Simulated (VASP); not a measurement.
# NaF (Fm-3m) in VASP: further runs, part 2 of 2

VASP 6.6.1.

## 3. G0W0 quasiparticle levels, PBE

Input file POSCAR:

```
NaF
1.0
    0.0000000000      2.2971680712      2.2971680712
    2.2971680712      0.0000000000      2.2971680712
    2.2971680712      2.2971680712      0.0000000000
Na F
1 1
Direct
    0.0000000000      0.0000000000      0.0000000000
    0.5000000000      0.5000000000      0.5000000000
```

Input file INCAR.step1:

```
PREC = Accurate
ENCUT = 500
EDIFF = 1E-8
ISMEAR = 0
SIGMA = 0.01
LREAL = False
LASPH = True
NELM = 80
ALGO = Normal
LWAVE = True
LCHARG = False
GGA = PE
```

Input file INCAR.step2:

```
PREC = Accurate
ENCUT = 500
EDIFF = 1E-8
ISMEAR = 0
SIGMA = 0.01
LREAL = False
LASPH = True
NELM = 1
ALGO = Exact
LWAVE = True
LCHARG = False
GGA = PE
NBANDS = 99
LOPTICS = True
ISTART = 1
```

Input file INCAR.step3:

```
PREC = Accurate
ENCUT = 500
EDIFF = 1E-8
ISMEAR = 0
SIGMA = 0.01
LREAL = False
LASPH = True
ALGO = EVGW0
LWAVE = False
LCHARG = False
GGA = PE
NELMGW = 1
NBANDS = 99
ENCUTGW = 140.0
NOMEGA = 96
PRECFOCK = Fast
ISTART = 1
NBANDSGW = 16
OMEGAMAX = 20
```

Input file KPOINTS:

```
Automatic mesh
0
Gamma
  6 6 6
```

Potentials or basis: VASP PAW PBE potentials, release 64 (Na_sv_GW, F_GW).

Run with:

```console
cat potpaw_PBE.64/Na_sv_GW/POTCAR potpaw_PBE.64/F_GW/POTCAR > POTCAR
cp INCAR.step1 INCAR
mpirun -np 1 vasp_std > vasp.out
cp INCAR.step2 INCAR
mpirun -np 1 vasp_std > vasp.out
cp INCAR.step3 INCAR
mpirun -np 1 vasp_std > vasp.out
```

OUTCAR:

```text
PREC = Accurate
   ENCUT = 500
   EDIFF = 1E-8
   ISMEAR = 0
   LREAL = False
   LASPH = True
   GGA = PE
   NELMGW = 1
   ENCUTGW = 140.0
   PRECFOCK = Fast
   ISTART = 1

 ion  position               nearest neighbor table
   1  0.000  0.000  0.000-   2 2.30   2 2.30   2 2.30   2 2.30   2 2.30   2 2.30
   2  0.500  0.500  0.500-   1 2.30   1 2.30   1 2.30   1 2.30   1 2.30   1 2.30

  LATTYP: Found a face centered cubic cell.
 ALAT       =     4.5943361424

  Lattice vectors:

 A1 = (   0.0000000000,   2.2971680712,   2.2971680712)
 A2 = (   2.2971680712,   0.0000000000,   2.2971680712)
 A3 = (   2.2971680712,   2.2971680712,   0.0000000000)

Analysis of symmetry for initial positions (statically):
=====================================================================
 Subroutine PRICEL returns:
 Original cell was already a primitive cell.

 Routine SETGRP: Setting up the symmetry group for a
 face centered cubic supercell.

 Subroutine GETGRP returns: Found 48 space group operations
 (whereof 48 operations were pure point group operations)
 out of a pool of 48 trial point group operations.

The static configuration has the point symmetry O_h .

Analysis of symmetry for dynamics (positions and initial velocities):
=====================================================================
 Subroutine PRICEL returns:
 Original cell was already a primitive cell.

 Routine SETGRP: Setting up the symmetry group for a
 face centered cubic supercell.

 Subroutine GETGRP returns: Found 48 space group operations
 (whereof 48 operations were pure point group operations)
[... 87 lines left out ...]
   ISPIN  =      1    spin polarized calculation?
   LNONCOLLINEAR =      F non collinear calculations
   LSORBIT =      F    spin-orbit coupling
   LASPH  =      T    aspherical Exc in radial PAW
   ENCUT  =  500.0 eV  36.75 Ry    6.06 a.u.   5.92  5.92  5.92*2*pi/ulx,y,z
   NELM   =     60;   NELMIN=  2; NELMDL=  0     # of ELM steps
   EDIFF  = 0.1E-07   stopping-criterion for ELM
   LREAL  =      F    real-space projection
   EDIFFG = 0.1E-06   stopping-criterion for IOM
   NSW    =      0    number of steps for IOM
   IBRION =     -1    ionic relax: 0-MD 1-quasi-New 2-CG
   NFREE  =      0    steps in history (QN), initial steepest desc. (CG)
   ISIF   =      0    stress and relaxation
   ISYM   =      3    0-nonsym 1-usesym 2-fastsym
   POTIM  = 0.5000    time-step for ionic-motion
   TEBEG  =    0.0;   TEEND  =   0.0 temperature during run
   PSTRESS=    0.0 pullay stress
   NELECT =      16.0000    total number of electrons
   NUPDOWN=      -1.0000    fix difference up-down
   EMIN   =  10.00;   EMAX   =-10.00  energy-range for DOS
   EFERMI =   0.00;   METHOD = LEGACY
   ISMEAR =     0;   SIGMA  =   0.01  broadening in eV -4-tet -1-fermi 0-gaus
   EFERMI_NEDOS =   21; number of points for ismear=-14 and -15
   IALGO  =     38    algorithm
   IMIX   =      4    mixing-type and parameters
     AMIX     =   0.40;   BMIX     =  1.00
     AMIX_MAG =   1.60;   BMIX_MAG =  1.00
  volume/ion in A,a.u.               =      12.12        81.80
  Fermi-wavevector in a.u.,A,eV,Ry     =   1.425319  2.693462 27.640699  2.031534
  Thomas-Fermi vector in A             =   2.545716
   LORBIT       =      0    0 simple, 1 ext, 2 COOP (PROOUT), +10 PAW based schemes
   GGA     = PE    functional components
   LHFCALC =     T    Hartree Fock is set to
   PRECFOCK=fast      Normal, Fast or Accurate (Low or Medium for compatibility)
   ENCUT4O =  -1.0   cutoff for four orbital integrals eV
   NKREDX  =     1    reduce k-point grid by
   NKREDY  =     1    reduce k-point grid by
   NKREDZ  =     1    reduce k-point grid by
   AEXX    =    1.0000 exact exchange contribution
   HFSCREEN=    0.0000 screening length (either q_TF or 0.3 A-1)
   HFSCREENC=   0.0000 screening length for correlation (either q_TF or 0.3 A-1)
   ENCUTFOCK=  -1.0 apply spherical cutoff to Coloumb kernel
   IVDW    =     0    specifies the selected vdW correction
   LEPSILON=     F    determine dielectric tensor
   LRPA    =     F    only Hartree local field effects (RPA)
   LRPAFORCE           =     F    calculate RPA forces
   ENCUTGW             = 140.0    cutoff for response function in eV
   ENCUTGWSOFT         = 112.0    soft cutoff for Coulomb kernel in GW response function in eV
   ENCUTLF             =  -1.0    cutoff for local field effects
   NELMGW              =     1    number of iterations in solving QP/BSE equation
   NELMHF              =     1    number of iterations in the inner HF iteration
   NKREDLFX            =     1    NKREDLFY  =   1   NKREDLFZ  =   1
 non-spin polarized calculation
 Gauss-broadening in eV      SIGMA  =   0.01
  energy-cutoff  :      500.00
  volume of cell :       24.24
 maximum number of plane-waves:       636
  NGX = 14; NGY = 14; NGZ = 14
   NGX = 11   NGY = 11   NGZ = 11
 maximum number of plane-waves:        95
 NGX is ok and might be reduce to    14

 QP shifts <psi_nk| G(iteration)W_0 |psi_nk>: iteration 1
 for sc-GW calculations column KS-energies equals QP-energies in previous step
 and V_xc(KS)=  KS-energies - (<T + V_ion + V_H > + <T+V_H+V_ion>^1  + <V_x>^1)

 k-point   1 :       0.0000    0.0000    0.0000
  band No.  KS-energies  QP-energies   sigma(KS)   V_xc(KS)     V^pw_x(r,r')   Z            occupation Imag(sigma)

      1     -48.6913     -58.6453     -41.5920     -29.2468     -49.1133       0.8063       2.0000       0.1856
      2     -20.9053     -24.9928     -28.3660     -22.6983     -36.8145       0.7212       2.0000       0.7364
      3     -20.5757     -27.0931     -36.0714     -28.3998     -41.4656       0.8496       2.0000       0.0333
      4     -20.5757     -27.0931     -36.0714     -28.3998     -41.4656       0.8496       2.0000       0.0333
      5     -20.5757     -27.0931     -36.0714     -28.3998     -41.4656       0.8496       2.0000       0.0333
      6      -1.7068      -4.4013     -25.7202     -22.3728     -30.2118       0.8049       2.0000       0.0425
[... 295 lines left out ...]
      2     -21.0506     -26.1704     -31.8238     -25.1914     -38.8327       0.7719       2.0000       0.3954
      3     -20.7052     -27.2012     -35.7631     -28.0856     -41.1249       0.8461       2.0000       0.0424
      4     -20.6574     -27.1558     -35.8814     -28.2069     -41.2563       0.8467       2.0000       0.0389
      5     -20.2020     -25.3982     -32.9230     -26.2629     -39.7633       0.7802       2.0000       0.3293
      6      -2.8188      -5.7931     -23.9752     -20.2635     -28.2743       0.8013       2.0000       0.0461
[... 8 lines left out ...]
     15      24.7511      26.5333      -6.1739      -8.2337      -2.4211       0.8652       0.0000      -0.2992
     16      27.0743      29.6969      -7.6732     -10.6235      -3.8690       0.8889       0.0000      -0.2698
```

OUTCAR.step1:

```text
PREC = Accurate
   ENCUT = 500
   EDIFF = 1E-8
   ISMEAR = 0
   LREAL = False
[... 450 lines left out ...]
      0.00000      0.00000      0.00000         0.000000      0.000000      0.000000
      2.29717      2.29717      2.29717        -0.000000     -0.000000     -0.000000
 -----------------------------------------------------------------------------------
    total drift:                                0.000000     -0.000000      0.000000

  FREE ENERGIE OF THE ION-ELECTRON SYSTEM (eV)
  ---------------------------------------------------
  free  energy   TOTEN  =       -10.6358201524 eV

  energy  without entropy=      -10.6358201524  energy(sigma->0) =      -10.63582015
```

OUTCAR.step2:

```text
PREC = Accurate
   ENCUT = 500
   EDIFF = 1E-8
   ISMEAR = 0
   LREAL = False
[... 912 lines left out ...]
     0.00000     1.90065     1.90065     1.90065    -0.00000    -0.00000    -0.00000
     2.24316     1.92789     1.92789     1.92789    -0.00000    -0.00000    -0.00000
     4.48631     2.03615     2.03615     2.03615    -0.00000    -0.00000    -0.00000
     6.72947     2.28218     2.28218     2.28218    -0.00000    -0.00000    -0.00000
     8.97262     2.07786     2.07786     2.07786     0.00000     0.00000    -0.00000
    11.21578     2.18678     2.18678     2.18678     0.00000     0.00000     0.00000
[... 92 lines left out ...]
   219.82923     0.98244     0.98244     0.98244     0.00000     0.00000    -0.00000
   222.07239     0.98285     0.98285     0.98285     0.00000     0.00000    -0.00000
```

Wall time 2.8 min (1 thread of Intel Xeon 6975P-C (Granite Rapids), shared host); peak memory 0.47 GiB.

What came out:

- Quasiparticle gap: 10.66 eV
- Least direct quasiparticle gap: 10.66 eV
- Band gap of the starting levels on the mesh: 6.47 eV
- Least direct gap of the starting levels on the mesh: 6.47 eV

Caveat: the k points lie up to 0.39 Å⁻¹ apart; bands, screening cutoff and mesh are small and nothing is extrapolated, so the quasiparticle values aren't converged.
